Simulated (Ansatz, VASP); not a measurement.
# MnHg: VASP beside Ansatz

```
Mn Hg
1.0
     3.31988   -0.00005   -0.00018
    -0.00005    3.31894   -0.00012
    -0.00018   -0.00012    3.32299
Mn Hg
1 1
Direct
  0.48181 0.51533 0.48153
  0.98179 0.01531 0.98154
```

Alike in both runs: functional PBE; k mesh 7 × 7 × 7; occupations fermi-dirac, width 0.05 eV; collinear spin.

Ansatz relaxed the structure, and its values are those at the end. VASP's run is a single point on that final structure, the one shown.

|  | VASP | Ansatz |
| --- | --- | --- |
| version | VASP 6.6.1 | Ansatz 0.2.0 |
| potentials or method | VASP PAW PBE potentials, release 64 (Mn_pv, Hg), cutoff 520 eV | all-electron LAPW, scalar-relativistic |

```csv
,VASP,Ansatz,Ansatz less VASP
pressure (GPa),0.4,0.0,-0.39
net moment per atom (μB),1.96,1.96,0.000
size of the moment on the site where the two differ most (μB),0.06,0.02,-0.037
```

Site moments also hang on the region over which each program counts them. Ansatz ran all-electron here, and VASP with PAW potentials.

Neither program's run includes spin-orbit coupling.
